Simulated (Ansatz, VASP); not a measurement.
## One calculation of CuO, two programs

INCAR

```
SYSTEM = CuO
PREC = Accurate ; ENCUT = 520
EDIFF = 1E-7 ; ISMEAR = -1
SIGMA = 0.05 ; LREAL = .False.
LASPH = .True. ; NELM = 150
ALGO = Normal ; ISIF = 2
LWAVE = .False. ; LCHARG = .True.
LMAXMIX = 4 ; LDAU = .True.
LDAUTYPE = 2 ; LDAUL = 2 -1
LDAUU = 8 0 ; LDAUJ = 0 0
LDAUPRINT = 1 ; GGA = PE
LELF = .True. ; LVHAR = .True.
NBANDS = 25
```

The input KPOINTS:

```
regular mesh
0
Gamma
  9 9 5
  0 0 0
```

POSCAR

```
CuO
1.0
    1.9909680000     -2.1535500000      0.0000000000
    1.9909680000      2.1535500000      0.0000000000
    0.0000000000      0.0000000000      5.1559280000
Cu O
2 2
Direct
    0.5000000000      0.0000000000      0.0000000000
    0.0000000000      0.5000000000      0.5000000000
    0.5000000000      0.5000000000      0.2500000000
    0.5000000000      0.5000000000      0.7500000000
```

The input input.yaml:

```yaml
crystal:
  lattice:
    - [1.990968, -2.15355, 0.0]
    - [1.990968, 2.15355, 0.0]
    - [0.0, 0.0, 5.155928]
  atoms:
    - { symbol: Cu, position: [0.5, 0.0, 0.0] }
    - { symbol: Cu, position: [0.0, 0.5, 0.5] }
    - { symbol: O, position: [0.5, 0.5, 0.25] }
    - { symbol: O, position: [0.5, 0.5, 0.75] }
hamiltonian:
  xc: pbe
  pseudopotentials: { kind: paw }
  hubbard: { sites: [{ species: Cu, l: d, u_eff: 8.0 }] }
kpoints:
  mp_grid: { grid: [9, 9, 5] }
scf:
  occupations: { method: fermi_dirac, width: 0.05 }
  n_extra_bands: 10
output:
  forces: true
  stress: true
  eigenvalues: true
  dos: { projected: true, de: 0.05, nscf_kmesh: { grid: [14, 14, 8] } }
```

Alike in both runs: functional PBE; k mesh 9 × 9 × 5; occupations fermi-dirac, width 0.05 eV; no spin polarisation; Hubbard terms Cu d U = 8.0 eV.

|  | VASP | Ansatz |
| --- | --- | --- |
| version | VASP 6.6.1 | Ansatz 0.2.0 |
| potentials or method | VASP PAW PBE potentials, release 64 (Cu, O) | Ansatz PAW |
| plane-wave cutoff (eV) | 520 | 420 |
| valence electrons in the cell | 34 | 50 |
| task | single point | projected density of states |

|  | VASP | Ansatz | Ansatz less VASP |
| --- | --- | --- | --- |
| gap on the k mesh at the Fermi level (eV) | none | none | - |
| pressure (GPa) | -2.4 | 6.2 | +8.57 |
| traceless stress, the component that is largest in VASP (GPa) | -0.78 | 0.80 | +1.579 |

The programs project onto different local orbitals, so the same U acts differently, and such runs can settle in different states. A gap of «none» marks a metal or a gap that the smearing closes. VASP's potentials hold 34 valence electrons a cell and Ansatz's 50, so a difference there can come from the potentials and not from the codes.
